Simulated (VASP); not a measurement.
# Zr5N2 in VASP: single point with PBEsol

Aim: the single point of Zr5N2 with PBEsol.

Program: VASP 6.6.1. These are calculated values, not measurements. Logs are shortened: lines on timing, memory, paths and dates and some standing lists are left out, and cuts for length are marked.

### 1 The cell of the first run

The cell holds a slab with vacuum, 14 atoms: a = 3.273 Å, b = 7.594 Å, c = 23.297 Å, α = 90.00°, β = 90.00°, γ = 90.00°.

### 2 Single point, PBEsol

INCAR reads:

```
SYSTEM = Zr5N2
  PREC = Accurate
  ENCUT = 520
  EDIFF = 1E-6
  ISMEAR = 0
  SIGMA = 0.1
  LREAL = .False.
  LASPH = .True.
  NELM = 60
  ALGO = Fast
  ISIF = 2
  LWAVE = .False.
  LCHARG = .True.
  LDIPOL = .True.
  IDIPOL = 3
  DIPOL = 0.5 0.5 0.500
  GGA = PS
  LELF = .True.
  LVHAR = .True.
  LVACPOTAV = .True.
  NBANDS = 83
```

KPOINTS reads:

```
Automatic mesh
0
Gamma
  11 5 1
  0 0 0
```

POSCAR reads:

```
Zr5N2
1.0
    3.2726229792      0.0000000000      0.0000000000
    0.0000000000      7.5943958233      0.0000000000
    0.0000000000      0.0000000000     23.2969129226
Zr N
10 4
Direct
    0.0000000000      0.5000000000      0.3322607664
    0.0000000000      0.0000000000      0.3532506502
    0.5000000000      0.7057726684      0.4197951430
    0.5000000000      0.2942273316      0.4197951430
    0.0000000000      0.0000000000      0.4831113973
    0.0000000000      0.5000000000      0.5168886509
    0.5000000000      0.2057731901      0.5802048601
    0.5000000000      0.7942268099      0.5802048601
    0.0000000000      0.5000000000      0.6467493081
    0.0000000000      0.0000000000      0.6677391294
    0.0000000000      0.5000000000      0.4228232880
    0.5000000000      0.0000000000      0.4134862175
    0.0000000000      0.0000000000      0.5771767556
    0.5000000000      0.5000000000      0.5865138305
```

Potentials or basis: VASP PAW PBE potentials, release 64 (Zr_sv, N).

Command:

```bash
$ cat potpaw_PBE.64/Zr_sv/POTCAR potpaw_PBE.64/N/POTCAR > POTCAR
$ mpirun -np 1 vasp_std > vasp.out
```

OUTCAR:

```text
SYSTEM = Zr5N2
   PREC = Accurate
   ENCUT = 520
   EDIFF = 1E-6
   ISMEAR = 0
   LREAL = .False.
   LASPH = .True.
   NELM = 60
   ISIF = 2
   GGA = PS

 ion  position               nearest neighbor table
   1  0.000  0.500  0.332-  11 2.11   4 3.05   3 3.05   3 3.05   4 3.05   2 3.83   2 3.83
   2  0.000  0.000  0.353-  12 2.16  12 2.16   5 3.03   4 3.17   3 3.17   4 3.17   3 3.17   1 3.83
                             1 3.83
   3  0.500  0.706  0.420-  12 2.24  11 2.26  11 2.26   1 3.05   1 3.05   4 3.13   5 3.14   5 3.14
                             2 3.17   2 3.17   6 3.20   6 3.20   8 3.80
   4  0.500  0.294  0.420-  12 2.24  11 2.26  11 2.26   1 3.05   1 3.05   3 3.13   5 3.14   5 3.14
                             2 3.17   2 3.17   6 3.20   6 3.20   7 3.80
   5  0.000  0.000  0.483-  13 2.19  12 2.30  12 2.30   2 3.03   4 3.14   3 3.14   4 3.14   3 3.14
                             8 3.20   7 3.20   8 3.20   7 3.20   6 3.88   6 3.88
   6  0.000  0.500  0.517-  11 2.19  14 2.30  14 2.30   9 3.03   7 3.14   7 3.14   8 3.14   8 3.14
                             4 3.20   4 3.20   3 3.20   3 3.20   5 3.88   5 3.88
   7  0.500  0.206  0.580-  14 2.24  13 2.26  13 2.26  10 3.05  10 3.05   8 3.13   6 3.14   6 3.14
                             9 3.17   9 3.17   5 3.20   5 3.20   4 3.80
   8  0.500  0.794  0.580-  14 2.24  13 2.26  13 2.26  10 3.05  10 3.05   7 3.13   6 3.14   6 3.14
                             9 3.17   9 3.17   5 3.20   5 3.20   3 3.80
   9  0.000  0.500  0.647-  14 2.16  14 2.16   6 3.03   7 3.17   7 3.17   8 3.17   8 3.17  10 3.83
                            10 3.83
  10  0.000  0.000  0.668-  13 2.11   8 3.05   7 3.05   7 3.05   8 3.05   9 3.83   9 3.83
  11  0.000  0.500  0.423-   1 2.11   6 2.19   4 2.26   3 2.26   3 2.26   4 2.26
  12  0.500  0.000  0.413-   2 2.16   2 2.16   4 2.24   3 2.24   5 2.30   5 2.30
  13  0.000  0.000  0.577-  10 2.11   5 2.19   8 2.26   7 2.26   7 2.26   8 2.26
  14  0.500  0.500  0.587-   9 2.16   9 2.16   7 2.24   8 2.24   6 2.30   6 2.30

  LATTYP: Found a simple orthorhombic cell.
 ALAT       =     3.2726229792
 B/A-ratio  =     2.3205837860
 C/A-ratio  =     7.1187280266

  Lattice vectors:

 A1 = (   3.2726229792,   0.0000000000,   0.0000000000)
 A2 = (   0.0000000000,   7.5943958233,   0.0000000000)
 A3 = (   0.0000000000,   0.0000000000,  23.2969129226)

Analysis of symmetry for initial positions (statically):
=====================================================================
 Subroutine PRICEL returns:
 Original cell was already a primitive cell.

 Routine SETGRP: Setting up the symmetry group for a
 simple orthorhombic supercell.

 Subroutine GETGRP returns: Found  8 space group operations
 (whereof  4 operations were pure point group operations)
 out of a pool of  8 trial point group operations.

The static configuration has the point symmetry C_2v.
 The point group associated with its full space group is D_2h.

[... 155 lines left out ...]
   GGA     = PS    functional components
   LHFCALC =     F    Hartree Fock is set to
   AEXX    =    0.0000 exact exchange contribution
   IVDW    =     0    specifies the selected vdW correction
   LEPSILON=     F    determine dielectric tensor
   LRPA    =     F    only Hartree local field effects (RPA)
 non-spin polarized calculation
 RMM-DIIS sequential band-by-band and
 Gauss-broadening in eV      SIGMA  =   0.10
  energy-cutoff  :      520.00
  volume of cell :      579.01
 maximum number of plane-waves:     15657
   NGX = 13   NGY = 29   NGZ = 87

 number of electron     140.0000000 magnetization

 dipolmoment           0.000000      0.000000      0.000083 electrons x Angstroem

 Free energy of the ion-electron system (eV)
  ---------------------------------------------------
  ext. energy  EPLUGINS =         0.00000000
  ---------------------------------------------------
  free energy    TOTEN  =      -135.97573466 eV

  energy without entropy =     -135.93988880  energy(sigma->0) =     -135.95781173

 E-fermi :   2.2493     XC(G=0):  -5.7137

 val. band max:        2.2424407647   @ k =   0.1818   0.0000   0.0000
 cond. band min:       2.2593818238   @ k =   0.4545   0.0000   0.0000
 fundamental gap:      0.0169410591
 Fermi energy:         2.2492629611

 k-point     1 :       0.0000    0.0000    0.0000
  band No.  band energies     occupation
      1     -46.9300      2.00000
      2     -46.9294      2.00000
      3     -46.9126      2.00000
      4     -46.9124      2.00000
      5     -46.2288      2.00000
      6     -46.1553      2.00000
[... 1519 lines left out ...]
     81       4.0742      0.00000
     82       4.2313      0.00000
 [bands above 82 left out]

------------------------ aborting loop because EDIFF is reached ----------------------------------------

  FORCE on cell =-STRESS in cart. coord.  units (eV):
  Direction    XX          YY          ZZ          XY          YZ          ZX
  --------------------------------------------------------------------------------------
  -------------------------------------------------------------------------------------
  Total       -3.9796640     -5.0492175      0.2160225      0.0000000      0.0000000      0.0000000
  in kB      -11.0120811    -13.9716303      0.5977534      0.0000000      0.0000000      0.0000000
  external PRESSURE =      -8.1286527 kB  Pullay stress =       0.0000000 kB

 VOLUME and BASIS-vectors are now :
 -----------------------------------------------------------------------------
  energy-cutoff  :      520.00
  volume of cell :      579.01
      direct lattice vectors                 reciprocal lattice vectors
     3.272622979  0.000000000  0.000000000     0.305565293  0.000000000  0.000000000
     0.000000000  7.594395823  0.000000000     0.000000000  0.131676044  0.000000000
     0.000000000  0.000000000 23.296912923     0.000000000  0.000000000  0.042924142

 POSITION                                       TOTAL-FORCE (eV/Angst)
 -----------------------------------------------------------------------------------
      0.00000      3.79720      7.74065         0.000000      0.000000     -0.026013
      0.00000      0.00000      8.22965         0.000000      0.000000     -0.037351
      1.63631      5.35992      9.77993         0.000000     -0.002538      0.002772
      1.63631      2.23448      9.77993         0.000000      0.002538      0.002772
      0.00000      0.00000     11.25500         0.000000      0.000000      0.001156
      0.00000      3.79720     12.04191         0.000000      0.000000     -0.001156
      1.63631      1.56272     13.51698         0.000000     -0.002538     -0.002772
      1.63631      6.03167     13.51698         0.000000      0.002538     -0.002772
      0.00000      3.79720     15.06726         0.000000      0.000000      0.037351
      0.00000      0.00000     15.55626         0.000000      0.000000      0.026013
      0.00000      3.79720      9.85048         0.000000      0.000000     -0.008861
      1.63631      0.00000      9.63295         0.000000      0.000000      0.004589
      0.00000      0.00000     13.44644         0.000000      0.000000      0.008861
      1.63631      3.79720     13.66396         0.000000      0.000000     -0.004589
 -----------------------------------------------------------------------------------
    total drift:                                0.000000      0.000000      0.019895

  FREE ENERGIE OF THE ION-ELECTRON SYSTEM (eV)
  ---------------------------------------------------
  free  energy   TOTEN  =      -135.9757346565 eV

  energy  without entropy=     -135.9398888049  energy(sigma->0) =     -135.95781173

 vacuum level on the upper side and lower side of the slab         5.334         5.333
```

It took 1.7 h on 1 thread of AMD EPYC 9755, shared host; peak memory 0.84 GiB.

What came out:

- Free energy: -135.9757 eV
- Largest force: 0.037 eV/Å
- Band gap on the k mesh: zero (bands 70 and 71 overlap by 0.70 eV)
- Work function of the upper face: 3.08 eV
- Work function of the lower face: 3.08 eV

Forces on the atoms (eV/Å):
```
Zr   0.000  0.000 -0.026
Zr   0.000  0.000 -0.037
Zr   0.000 -0.003  0.003
Zr   0.000  0.003  0.003
Zr   0.000  0.000  0.001
Zr   0.000  0.000 -0.001
Zr   0.000 -0.003 -0.003
Zr   0.000  0.003 -0.003
Zr   0.000  0.000  0.037
Zr   0.000  0.000  0.026
N    0.000  0.000 -0.009
N    0.000  0.000  0.005
N    0.000  0.000  0.009
N    0.000  0.000 -0.005
```

Levels at points of the mesh, in eV from the Fermi level:
| k point | band 67 | band 68 | band 69 | band 70 | band 71 | band 72 | band 73 | band 74 | band 75 | band 76 |
| --- | --- | --- | --- | --- | --- | --- | --- | --- | --- | --- |
| (0.00, 0.00, 0.00) | -0.06 | 0.02 | 0.07 | 0.34 | 0.42 | 0.69 | 0.75 | 0.88 | 0.96 | 1.04 |

Caveat: the PAW data sets were made with another functional, which shifts forces and pressure a little.
